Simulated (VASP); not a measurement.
Input of a VASP 6.6.1 run:

File INCAR:

```
ALGO = Normal ; EDIFF = 1E-6
ENCUT = 520 ; GGA = PE
ISIF = 2 ; ISMEAR = 0
LASPH = T ; LCHARG = T
LELF = T ; LREAL = F
LVHAR = T ; LWAVE = F
NBANDS = 11 ; NELM = 100
PREC = Accurate ; SIGMA = 0.05
```

KPOINTS

```
k-points
0
Gamma
  14 14 14
```

POSCAR

```
Hf
1.0
    0.0000000000      2.2200000000      2.2200000000
    2.2200000000      0.0000000000      2.2200000000
    2.2200000000      2.2200000000      0.0000000000
Hf
1
Direct
    0.0000000000      0.0000000000      0.0000000000
```

Potentials or basis: VASP PAW PBE potentials, release 64 (Hf_pv).

Launch:

```sh
$ cat potpaw_PBE.64/Hf_pv/POTCAR > POTCAR
$ mpirun -np 1 vasp_std > vasp.out
```

(1) What does it give for the band gap on the k mesh?

(2) Estimate the pressure.

Results:

(1) zero (band 5 reaches 6.31 eV, above the bottom of band 6 at 4.23 eV).

(2) 2.8 GPa.

Caveat: spin-orbit coupling is left out, which moves the levels of the heavy elements.
